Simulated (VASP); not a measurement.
Runs of VASP 6.6.1 on Si. The structure is that of space group P6_3/mmc (No. 194), or close to it. The cells are those of the table. 

| task | cell | k mesh | cutoff (eV) | smearing | gap on the mesh (eV) | pressure (GPa) |
| --- | --- | --- | --- | --- | --- | --- |
| single point | a = 3.851, b = 3.851, c = 6.365 Å, angles 90.0, 90.0, 120.0°, 4 atoms | 9 × 9 × 6 | 520 | gaussian 0.01 eV | 0.49 | -0.1 |
| single point | a = 3.851, b = 3.851, c = 6.365 Å, angles 90.0, 90.0, 120.0°, 4 atoms | 9 × 9 × 6 | 520 | gaussian 0.02 eV | 0.49 | -0.1 |
| single point | a = 3.820, b = 3.820, c = 6.320 Å, angles 90.0, 90.0, 120.0°, 4 atoms | 6 × 6 × 4 | 520 | gaussian 0.1 eV | (a) | 2.2 |
| relaxation of cell and atoms | relaxed from a = 3.820, b = 3.820, c = 6.320 Å, angles 90.0, 90.0, 120.0°, 4 atoms | 9 × 9 × 6 | 600 | gaussian 0.02 eV | 0.49 | 0.0 |

Alike in all rows: level PBE; potentials or basis VASP PAW PBE potentials, release 64 (Si); no spin polarisation.

Problem. Fill in the values left out.

Solution. (a) 0.40.

A k mesh can miss the band edges.
